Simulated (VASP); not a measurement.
A run of VASP 6.6.1:

File INCAR:

```
SYSTEM = Al
  ALGO = Normal
  EDIFF = 1E-6
  ENCUT = 520
  GGA = PS
  ISIF = 2
  ISMEAR = 0
  LASPH = .True.
  LCHARG = .False.
  LREAL = .False.
  LWAVE = .False.
  NBANDS = 8
  NELM = 60
  PREC = Accurate
  SIGMA = 0.15
```

File KPOINTS:

```
k-points
0
Gamma
  20 20 20
  0 0 0
```

File POSCAR:

```
Al
1.0
   -1.5832625966      1.5832625966      1.5912186900
    1.5832625966     -1.5832625966      1.5912186900
    1.5991747834      1.5991747834     -1.5912186900
Al
1
Direct
    0.0000000000      0.0000000000      0.0000000000
```

Potentials or basis: VASP PAW PBE potentials, release 64 (Al).

Launch:

```sh
$ cat potpaw_PBE.64/Al/POTCAR > POTCAR
$ mpirun -np 1 vasp_std > vasp.out
```

Hardware: 1 thread of Intel(R) Xeon(R) Platinum 8375C CPU @ 2.90GHz (Ice Lake) (shared host).

Problem. Estimate the wall time of this run.

Solution. Wall time 63 s on 1 thread of Intel(R) Xeon(R) Platinum 8375C CPU @ 2.90GHz (Ice Lake) (shared host), peak memory 0.23 GiB. Counts: scf iterations 9, k points 1166.
